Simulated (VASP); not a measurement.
# Ca in VASP: notebook

Ca is run at these levels: PBE; tasks: single point.

Program: VASP 6.6.1. These are calculated values, not measurements. Logs are shortened: lines on timing, memory, paths and dates and some standing lists are left out, and cuts for length are marked.

## Step 1: The cell of the first run

It takes space group Fm-3m (No. 225, cubic). Conventional cell: a = 5.588 Å, b = 5.588 Å, c = 5.588 Å, α = 90.00°, β = 90.00°, γ = 90.00°. Within 5.2 Å of Ca (site symmetry m-3m) lie 12 Ca at 3.95 Å.

## Step 2: Single point, PBE

INCAR

```
SYSTEM = Ca
  PREC = Accurate
  ENCUT = 520
  EDIFF = 1E-6
  ISMEAR = -1
  SIGMA = 0.05
  LREAL = .False.
  LASPH = .True.
  NELM = 60
  ALGO = Normal
  ISIF = 2
  LWAVE = .False.
  LCHARG = .False.
  GGA = PE
  NBANDS = 11
```

KPOINTS

```
regular mesh
0
Gamma
  7 7 7
  0 0 0
```

POSCAR

```
Ca
1.0
    0.0000000000      2.7942000000      2.7942000000
    2.7942000000      0.0000000000      2.7942000000
    2.7942000000      2.7942000000      0.0000000000
Ca
1
Direct
    0.0000000000      0.0000000000      0.0000000000
```

Potentials or basis: VASP PAW PBE potentials, release 64 (Ca_sv).

Run with:

```bash
$ cat potpaw_PBE.64/Ca_sv/POTCAR > POTCAR
$ mpirun -np 1 vasp_std > vasp.out
```

OUTCAR:

```text
SYSTEM = Ca
   PREC = Accurate
   ENCUT = 520
   EDIFF = 1E-6
   ISMEAR = -1
   LREAL = .False.
   LASPH = .True.
   NELM = 60
   ISIF = 2
   GGA = PE

 ion  position               nearest neighbor table
   1  0.000  0.000  0.000-

  LATTYP: Found a face centered cubic cell.
 ALAT       =     5.5884000000

  Lattice vectors:

 A1 = (   0.0000000000,   2.7942000000,   2.7942000000)
 A2 = (   2.7942000000,   0.0000000000,   2.7942000000)
 A3 = (   2.7942000000,   2.7942000000,   0.0000000000)

Analysis of symmetry for initial positions (statically):
=====================================================================
 Subroutine PRICEL returns:
 Original cell was already a primitive cell.

 Routine SETGRP: Setting up the symmetry group for a
 face centered cubic supercell.

 Subroutine GETGRP returns: Found 48 space group operations
 (whereof 48 operations were pure point group operations)
 out of a pool of 48 trial point group operations.

The static configuration has the point symmetry O_h .

Analysis of symmetry for dynamics (positions and initial velocities):
=====================================================================
 Subroutine PRICEL returns:
 Original cell was already a primitive cell.

 Routine SETGRP: Setting up the symmetry group for a
 face centered cubic supercell.

 Subroutine GETGRP returns: Found 48 space group operations
 (whereof 48 operations were pure point group operations)
 out of a pool of 48 trial point group operations.

The dynamic configuration has the point symmetry O_h .

 Subroutine INISYM returns: Found 48 space group operations
 (whereof 48 operations are pure point group operations),
 and found     1 'primitive' translations

----------------------------------------------------------------------------------------

                                     Primitive cell

  volume of cell :      43.6317

  direct lattice vectors                    reciprocal lattice vectors
     0.000000000  2.794200000  2.794200000    -0.178942094  0.178942094  0.178942094
     2.794200000  0.000000000  2.794200000     0.178942094 -0.178942094  0.178942094
     2.794200000  2.794200000  0.000000000     0.178942094  0.178942094 -0.178942094

  length of vectors
     3.951595536  3.951595536  3.951595536     0.309936799  0.309936799  0.309936799

  position of ions in fractional coordinates (direct lattice)
     0.000000000  0.000000000  0.000000000

  ion indices of the primitive-cell ions
   primitive index   ion index
                 1           1

----------------------------------------------------------------------------------------

 KPOINTS: regular mesh

Automatic generation of k-mesh.
 Grid dimensions read from file:
 generate k-points for:    7    7    7

 Generating k-lattice:

  Cartesian coordinates                     Fractional coordinates (reciprocal lattice)
    -0.025563156  0.025563156  0.025563156     0.142857143  0.000000000  0.000000000
     0.025563156 -0.025563156  0.025563156     0.000000000  0.142857143  0.000000000
     0.025563156  0.025563156 -0.025563156     0.000000000  0.000000000  0.142857143

  Length of vectors
     0.044276686  0.044276686  0.044276686

  Shift w.r.t. Gamma in fractional coordinates (k-lattice)
     0.000000000  0.000000000  0.000000000

 Subroutine IBZKPT returns following result:
 ===========================================

 Found     20 irreducible k-points:

 Following reciprocal coordinates:
            Coordinates               Weight
  0.000000  0.000000  0.000000      1.000000
  0.142857  0.000000  0.000000      8.000000
  0.285714  0.000000  0.000000      8.000000
  0.428571  0.000000  0.000000      8.000000
  0.142857  0.142857  0.000000      6.000000
  0.285714  0.142857  0.000000     24.000000
[... 12 lines left out ...]
 -0.428571  0.428571  0.142857     24.000000
 -0.285714  0.428571  0.142857     24.000000
   k-points           NKPTS =     20   k-points in BZ     NKDIM =     20   number of bands    NBANDS=     11
   number of dos      NEDOS =    301   number of ions     NIONS =      1
   total plane-waves  NPLWV =  27000
   dimension x,y,z NGX =    30 NGY =   30 NGZ =   30
   dimension x,y,z NGXF=    60 NGYF=   60 NGZF=   60
   ions per type =               1
   NGX,Y,Z   is equivalent  to a cutoff of  12.62, 12.62, 12.62 a.u.
   NGXF,Y,Z  is equivalent  to a cutoff of  25.24, 25.24, 25.24 a.u.
 SYSTEM =  Ca
   PREC   = accura    normal or accurate (medium, high low for compatibility)
   ISTART =      0    job   : 0-new  1-cont  2-samecut
   ICHARG =      2    charge: 1-file 2-atom 10-const
   ISPIN  =      1    spin polarized calculation?
   LNONCOLLINEAR =      F non collinear calculations
   LSORBIT =      F    spin-orbit coupling
   LASPH  =      T    aspherical Exc in radial PAW
   ENCUT  =  520.0 eV  38.22 Ry    6.18 a.u.   7.35  7.35  7.35*2*pi/ulx,y,z
   NELM   =     60;   NELMIN=  2; NELMDL= -5     # of ELM steps
   EDIFF  = 0.1E-05   stopping-criterion for ELM
   LREAL  =      F    real-space projection
   EDIFFG = 0.1E-04   stopping-criterion for IOM
   NSW    =      0    number of steps for IOM
   IBRION =     -1    ionic relax: 0-MD 1-quasi-New 2-CG
   NFREE  =      0    steps in history (QN), initial steepest desc. (CG)
   ISIF   =      2    stress and relaxation
   ISYM   =      2    0-nonsym 1-usesym 2-fastsym
   POTIM  = 0.5000    time-step for ionic-motion
   TEBEG  =    0.0;   TEEND  =   0.0 temperature during run
   PSTRESS=    0.0 pullay stress
   NELECT =      10.0000    total number of electrons
   NUPDOWN=      -1.0000    fix difference up-down
   EMIN   =  10.00;   EMAX   =-10.00  energy-range for DOS
   EFERMI =   0.00;   METHOD = LEGACY
   ISMEAR =    -1;   SIGMA  =   0.05  broadening in eV -4-tet -1-fermi 0-gaus
   EFERMI_NEDOS =   21; number of points for ismear=-14 and -15
   IALGO  =     38    algorithm
   IMIX   =      4    mixing-type and parameters
     AMIX     =   0.40;   BMIX     =  1.00
     AMIX_MAG =   1.60;   BMIX_MAG =  1.00
  volume/ion in A,a.u.               =      43.63       294.44
  Fermi-wavevector in a.u.,A,eV,Ry     =   1.001861  1.893242 13.656506  1.003725
  Thomas-Fermi vector in A             =   2.134310
   LORBIT       =      0    0 simple, 1 ext, 2 COOP (PROOUT), +10 PAW based schemes
   GGA     = PE    functional components
   LHFCALC =     F    Hartree Fock is set to
   AEXX    =    0.0000 exact exchange contribution
   IVDW    =     0    specifies the selected vdW correction
   LEPSILON=     F    determine dielectric tensor
   LRPA    =     F    only Hartree local field effects (RPA)
 non-spin polarized calculation
  energy-cutoff  :      520.00
  volume of cell :       43.63
 maximum number of plane-waves:      1211
 NGX is ok and might be reduce to    30
   NGX = 15   NGY = 15   NGZ = 15

 number of electron      10.0000000 magnetization

 number of electron       9.9999997 magnetization

 Free energy of the ion-electron system (eV)
  ---------------------------------------------------
  ext. energy  EPLUGINS =         0.00000000
  ---------------------------------------------------
  free energy    TOTEN  =        -1.93814119 eV

  energy without entropy =       -1.92877710  energy(sigma->0) =       -1.93345914

 E-fermi :   1.8417     XC(G=0):  -7.6349

 val. band max:        1.7629797451   @ k =  -0.4286   0.1429   0.0000
 cond. band min:       1.9336369654   @ k =  -0.2857   0.4286   0.1429
 fundamental gap:      0.1706572203
 Fermi energy:         1.8416855282

 k-point     1 :       0.0000    0.0000    0.0000
  band No.  band energies     occupation
      1     -40.2785      2.00000
      2     -21.1985      2.00000
      3     -21.1985      2.00000
      4     -21.1985      2.00000
      5      -2.1376      2.00000
      6       4.1143      0.00000
      7       4.1143      0.00000
      8       4.1143      0.00000
      9       5.1405      0.00000
     10       5.1405      0.00000
     11      10.8047      0.00000

 k-point     2 :       0.1429    0.0000    0.0000
  band No.  band energies     occupation
      1     -40.2764      2.00000
      2     -21.2216      2.00000
      3     -21.2017      2.00000
      4     -21.2017      2.00000
      5      -1.8016      2.00000
      6       3.7758      0.00000
      7       4.2204      0.00000
      8       4.2204      0.00000
      9       5.0619      0.00000
     10       5.0619      0.00000
     11      10.6593      0.00000

 k-point     3 :       0.2857    0.0000    0.0000
  band No.  band energies     occupation
      1     -40.2715      2.00000
      2     -21.2733      2.00000
      3     -21.2088      2.00000
      4     -21.2088      2.00000
      5      -0.8610      2.00000
      6       3.0079      0.00000
      7       4.2073      0.00000
      8       4.2073      0.00000
      9       5.2521      0.00000
     10       5.2521      0.00000
     11       8.4842      0.00000

 k-point     4 :       0.4286    0.0000    0.0000
  band No.  band energies     occupation
      1     -40.2676      2.00000
      2     -21.3142      2.00000
      3     -21.2146      2.00000
      4     -21.2146      2.00000
      5       0.4311      2.00000
      6       2.0127      0.06331
      7       4.0336      0.00000
      8       4.0336      0.00000
      9       5.7127      0.00000
     10       5.7127      0.00000
     11       7.0402      0.00000
[... 183 lines left out ...]
 k-point    18 :      -0.4286    0.2857    0.1429
  band No.  band energies     occupation
      1     -40.2651      2.00000
      2     -21.2967      2.00000
      3     -21.2522      2.00000
      4     -21.2271      2.00000
      5       1.1243      2.00000
      6       2.2496      0.00057
      7       3.1582      0.00000
      8       4.5158      0.00000
      9       5.5180      0.00000
     10       6.1450      0.00000
     11       6.9308      0.00000

 k-point    19 :      -0.4286    0.4286    0.1429
  band No.  band energies     occupation
      1     -40.2638      2.00000
      2     -21.2983      2.00000
      3     -21.2540      2.00000
      4     -21.2402      2.00000
      5       1.3852      1.99978
      6       2.4881      0.00000
      7       2.7878      0.00000
      8       4.9366      0.00000
      9       5.7421      0.00000
     10       6.1920      0.00000
     11       7.1943      0.00000

 k-point    20 :      -0.2857    0.4286    0.1429
  band No.  band energies     occupation
      1     -40.2635      2.00000
      2     -21.2831      2.00000
      3     -21.2757      2.00000
      4     -21.2382      2.00000
      5       1.9336      0.27433
      6       2.3865      0.00004
      7       2.5584      0.00000
      8       4.5248      0.00000
      9       5.7851      0.00000
     10       6.3072      0.00000
     11       6.9491      0.00000

------------------------ aborting loop because EDIFF is reached ----------------------------------------

  FORCE on cell =-STRESS in cart. coord.  units (eV):
  Direction    XX          YY          ZZ          XY          YZ          ZX
  --------------------------------------------------------------------------------------
  -------------------------------------------------------------------------------------
  Total       -0.1429194     -0.1429194     -0.1429194      0.0000000      0.0000000      0.0000000
  in kB       -5.2480672     -5.2480672     -5.2480672      0.0000000      0.0000000      0.0000000
  external PRESSURE =      -5.2480672 kB  Pullay stress =       0.0000000 kB

 VOLUME and BASIS-vectors are now :
 -----------------------------------------------------------------------------
  energy-cutoff  :      520.00
  volume of cell :       43.63
      direct lattice vectors                 reciprocal lattice vectors
     0.000000000  2.794200000  2.794200000    -0.178942094  0.178942094  0.178942094
     2.794200000  0.000000000  2.794200000     0.178942094 -0.178942094  0.178942094
     2.794200000  2.794200000  0.000000000     0.178942094  0.178942094 -0.178942094

 POSITION                                       TOTAL-FORCE (eV/Angst)
 -----------------------------------------------------------------------------------
      0.00000      0.00000      0.00000        -0.000000     -0.000000      0.000000
 -----------------------------------------------------------------------------------
    total drift:                               -0.000000     -0.000000      0.000000

  FREE ENERGIE OF THE ION-ELECTRON SYSTEM (eV)
  ---------------------------------------------------
  free  energy   TOTEN  =        -1.9381411863 eV

  energy  without entropy=       -1.9287770986  energy(sigma->0) =       -1.93345914
```

Run time: 6.1 s. Hardware: 1 thread of Intel Xeon 6975P-C, shared host; peak memory 0.16 GiB.

What came out:

| Property | Result |
| --- | --- |
| Free energy | -1.9381 eV |
| Pressure | -0.5 GPa |
| Band gap on the k mesh | zero (band 5 reaches 1.93 eV, above the bottom of band 6 at 1.76 eV) |

## Step 3: Single point, PBE

This run uses another cell than the first one, of 40.21 Å³/atom, 0.922 times its volume.

INCAR

```
SYSTEM = Ca
PREC = Accurate
ENCUT = 520
EDIFF = 1E-7
ISMEAR = -1
SIGMA = 0.05
LREAL = .False.
LASPH = .True.
NELM = 60
ALGO = Normal
ISIF = 2
LWAVE = .False.
LCHARG = .False.
GGA = PE
NBANDS = 11
```

KPOINTS

```
Automatic mesh
0
Gamma
  7 7 7
  0 0 0
```

POSCAR

```
Ca
1.0
    0.0000000000      2.6824320000      2.7942000000
    2.6824320000      0.0000000000      2.7942000000
    2.6824320000      2.6824320000      0.0000000000
Ca
1
Direct
    0.0000000000      0.0000000000      0.0000000000
```

Potentials or basis: VASP PAW PBE potentials, release 64 (Ca_sv).

Run with:

```bash
$ cat potpaw_PBE.64/Ca_sv/POTCAR > POTCAR
$ mpirun -np 1 vasp_std > vasp.out
```

Run time: 14 s. Hardware: 1 thread of Intel Xeon 6975P-C, shared host; peak memory 0.17 GiB.

Results (log left out):

| Item | Value |
| --- | --- |
| Free energy | -1.9319 eV |
| Pressure | 1.0 GPa |
| Band gap on the k mesh | zero (band 5 reaches 2.26 eV, above the bottom of band 6 at 2.10 eV) |

Stress tensor (GPa, compression positive):
```
1.13 0.00 0.00
0.00 1.13 0.00
0.00 0.00 0.61
```

Levels at points of the mesh, in eV from the Fermi level:
```tsv
k point	band 3	band 4	band 5	band 6	band 7	band 8
(0.00, 0.00, 0.00)	-22.84	-22.84	-4.13	2.25	2.45	2.45
```

(Part 1 of 2 ends here.)
